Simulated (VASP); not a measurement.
A run of VASP 6.6.1:

File INCAR:

```
SYSTEM = As
PREC = Accurate ; ENCUT = 520
EDIFF = 1E-6 ; ISMEAR = -1
SIGMA = 0.05 ; LREAL = .FALSE.
LASPH = .TRUE. ; NELM = 60
ALGO = Normal ; ISIF = 2
LWAVE = .FALSE. ; LCHARG = .FALSE.
GGA = PE ; NBANDS = 8
```

Contents of KPOINTS:

```
regular mesh
0
G
  16 16 16
  0 0 0
```

The input POSCAR:

```
As
1.0
    2.3057563296      0.0000000000      0.0000000000
    0.0000000000      2.3057563296      0.0000000000
    0.0000000000      0.0000000000      2.3057563296
As
1
Direct
    0.0000000000      0.0000000000      0.0000000000
```

Potentials or basis: VASP PAW PBE potentials, release 64 (As).

Launch:

```sh
$ cat potpaw_PBE.64/As/POTCAR > POTCAR
$ mpirun -np 1 vasp_std > vasp.out
```

Hardware: 1 thread of Intel(R) Xeon(R) Platinum 8559C (Emerald Rapids), on a shared host.

Problem. Estimate the wall time of this run.

Solution. Run time: 5.7 s on 1 thread of Intel(R) Xeon(R) Platinum 8559C (Emerald Rapids), on a shared host, peak memory 0.12 GiB. Counts: scf iterations 10, k points 165.
